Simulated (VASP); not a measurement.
Cu, 2 atoms in the cell. Symmetry: P6_3/mmc, No. 194, hexagonal system. Conventional cell: a = 2.521 Å, b = 2.521 Å, c = 4.117 Å, α = 90.00°, β = 90.00°, γ = 120.00°. Cu (site symmetry -6m2) has 12 Cu at 2.52 Å within 3.3 Å. This isn't the form of Cu at room conditions, which is fcc.

| Item | Value |
| --- | --- |
| Program | VASP 6.6.1 |
| Task | single point |
| Functional | PBEsol |
| Potentials or basis | VASP PAW PBE potentials, release 64 (Cu) |
| Cutoff | 520 eV |
| k mesh | 18 × 18 × 10 |
| Occupations | gaussian, width 0.1 eV |
| Spin | no spin polarisation |
| Dipole correction | no |
| Further INCAR settings | ALGO = Normal; EDIFF = 1e-06; NBANDS = 18 |

Potentials or basis: VASP PAW PBE potentials, release 64 (Cu).

Launch:

```sh
$ cat potpaw_PBE.64/Cu/POTCAR > POTCAR
$ mpirun -np 1 vasp_std > vasp.out
```

Hardware: 1 thread of Intel(R) Xeon(R) 6975P-C (Granite Rapids), on a shared host.

Question: How long does it take, and how much memory?

Answer: It took 26 s on 1 thread of Intel(R) Xeon(R) 6975P-C (Granite Rapids) (shared host), peak memory 0.19 GiB. Counts: scf iterations 12, k points 222.
